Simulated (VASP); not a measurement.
Runs of VASP 6.6.1 on Zn. The structure is that of space group Fm-3m (No. 225), or close to it. The cells are those of the table. 

| task | cell | gap on the mesh (eV) | pressure (GPa) |
| --- | --- | --- | --- |
| relaxation of the atoms | atoms relaxed from a = 3.889 Å, 4 atoms | - | 2.7 |
| single point | a = 3.889 Å, 4 atoms | none | 2.6 |
| single point | a = 3.849 Å, 4 atoms | none | (a) |
| single point | a = 4.006 Å, 4 atoms | none | -3.7 |
| single point | a = 3.929 Å, 4 atoms | none | 0.4 |

Alike in all rows: level PBE; potentials or basis VASP PAW PBE potentials, release 64 (Zn); no spin polarisation; k mesh 12 × 12 × 12; cutoff (eV) 520; smearing gaussian 0.1 eV.

Q: Estimate the missing entries.

A: (a) 5.4.

Caveats: the relaxation stopped at its first step, so nothing moved (some runs); the bands computed are all filled at some k points, so no gap is given (some runs).

A gap of «none» marks levels without a gap at the run's occupations.
